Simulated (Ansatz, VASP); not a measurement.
LuPb2BrO4 in VASP and in Ansatz

```
Lu Pb O Br
1.0
     3.84491    0.00000    0.00000
     0.00000    3.84491    0.00000
     0.00000    0.00000    9.12977
Lu Pb O Br
1 2 4 1
Direct
  0.00000 0.00000 0.00000
  0.50000 0.50000 0.72930
  0.50000 0.50000 0.27070
  0.50000 0.00000 0.85400
  0.00000 0.50000 0.85400
  0.50000 0.00000 0.14600
  0.00000 0.50000 0.14600
  0.00000 0.00000 0.50000
```

Alike in both runs: task single point; functional PBE; k mesh 9 × 9 × 4; occupations fermi-dirac, width 0.1418 eV; no spin polarisation.

|  | VASP | Ansatz |
| --- | --- | --- |
| version | VASP 6.6.1 | Ansatz 0.2.0 |
| potentials or method | VASP PAW PBE potentials, release 64 (Lu, Pb_d, O, Br), cutoff 520 eV | PAW plane waves |
| valence electrons in the cell | 84 | 84 |

|  | VASP | Ansatz | Ansatz less VASP |
| --- | --- | --- | --- |
| pressure (GPa) | 4.8 | 4.5 | -0.31 |
| traceless stress, the component that is largest in VASP (GPa) | -2.85 | -2.82 | +0.032 |
| rms of the force components (eV/Å) | 0.197 | 0.192 | -0.0048 |

Atom by atom the forces differ by 0.018 eV/Å (rms over components).

Neither program's run includes spin-orbit coupling.
